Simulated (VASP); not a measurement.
Write the native input for VASP 6.6.1 that does the following.

| Property | Result |
| --- | --- |
| Task | single point |
| Functional | PBE |
| Potentials or basis | VASP PAW PBE potentials, release 64 (Ti_sv, Co) |
| Cutoff | 600 eV |
| k mesh | 2 × 2 × 2, shifted |
| Occupations | gaussian, width 0.1 eV |
| Spin | non-collinear spin, zero start, spin-orbit coupling |
| Starting moments | [[0.0, 0.0, 0.0], [0.0, 0.0, 0.0]] μB |
| Dipole correction | no |
| Further INCAR settings | ALGO = Normal; EDIFF = 1e-06; NBANDS = 33; ISYM = -1 |

The structure of TiCo lies in POSCAR:

```
TiCo
1.0
    2.9861109900      0.0000000000      0.0000000000
    0.0000000000      2.9861109900      0.0000000000
    0.0000000000      0.0000000000      2.9861109900
Ti Co
1 1
Direct
    0.0000000000      0.0000000000      0.0000000000
    0.5000000000      0.5000000000      0.5000000000
```

The input as run:

INCAR

```
SYSTEM = TiCo
PREC = Accurate
ENCUT = 600
EDIFF = 1E-6
ISMEAR = 0
SIGMA = 0.1
LREAL = .False.
LASPH = .True.
NELM = 200
ALGO = Normal
ISIF = 2
LWAVE = .False.
LCHARG = .False.
MAGMOM = 0 0 0 0 0 0
LORBIT = 11
LSORBIT = .True.
GGA_COMPAT = .False.
LORBMOM = .True.
LMAXMIX = 4
GGA = PE
ISYM = -1
NBANDS = 33
```

KPOINTS

```
Automatic mesh
0
Gamma
  2 2 2
  0 0 0.5
```

Potentials or basis: VASP PAW PBE potentials, release 64 (Ti_sv, Co).

The run is started by

```console
$ cat potpaw_PBE.64/Ti_sv/POTCAR potpaw_PBE.64/Co/POTCAR > POTCAR
$ mpirun -np 1 vasp_ncl > vasp.out
```

Results of the run:

```
Pressure                                              : 0.2 GPa
Net moment                                            : 0.00 μB per cell
Valence electrons inside the program's atomic spheres : Ti 10.27; Co 8.29
```

Caveat: the k points lie up to 1.05 Å⁻¹ apart.

It took 42 s on 1 thread of Intel(R) Xeon(R) Platinum 8375C CPU @ 2.90GHz (Ice Lake), on a shared host, peak memory 0.2 GiB.
